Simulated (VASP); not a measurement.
Set up this calculation in VASP 6.6.1, as the native input.

| Quantity | Value |
| --- | --- |
| Task | single point |
| Functional | LDA |
| Potentials or basis | VASP PAW LDA potentials, release 64 (Mg, O) |
| Cutoff | 520 eV |
| k mesh | 10 × 10 × 10 |
| Occupations | gaussian, width 0.01 eV |
| Spin | no spin polarisation |
| Dipole correction | no |
| Further INCAR settings | ALGO = Normal; EDIFF = 1e-06; NBANDS = 11 |

The structure of MgO lies in POSCAR:

```
MgO
1.0
    2.0717114473      2.0717114473      0.0000000000
   -2.0717114473      2.0717114473      0.0000000000
    0.0000000000      2.0717114473      2.0717114473
Mg O
1 1
Direct
    0.0000000000      0.0000000000      0.0000000000
    0.5000000000      0.5000000000      0.0000000000
```

These files were run (other wordings do the same):

INCAR

```
SYSTEM = MgO
ALGO = Normal ; EDIFF = 1E-6
ENCUT = 520 ; ISIF = 2
ISMEAR = 0 ; LASPH = .TRUE.
LCHARG = .FALSE. ; LREAL = .FALSE.
LWAVE = .FALSE. ; NBANDS = 11
NELM = 100 ; PREC = Accurate
SIGMA = 0.01
```

KPOINTS

```
k-points
0
G
  10 10 10
  0 0 0
```

Potentials or basis: VASP PAW LDA potentials, release 64 (Mg, O).

The run is started by

```sh
$ cat potpaw_LDA.64/Mg/POTCAR potpaw_LDA.64/O/POTCAR > POTCAR
$ mpirun -np 1 vasp_std > vasp.out
```

It gave:

```json
{
  "Pressure": "0.3 GPa",
  "Band gap on the k mesh": "5.15 eV, direct"
}
```

Wall time 3.8 s on 1 thread of Intel Xeon 6975P-C (shared host), peak memory 0.13 GiB.
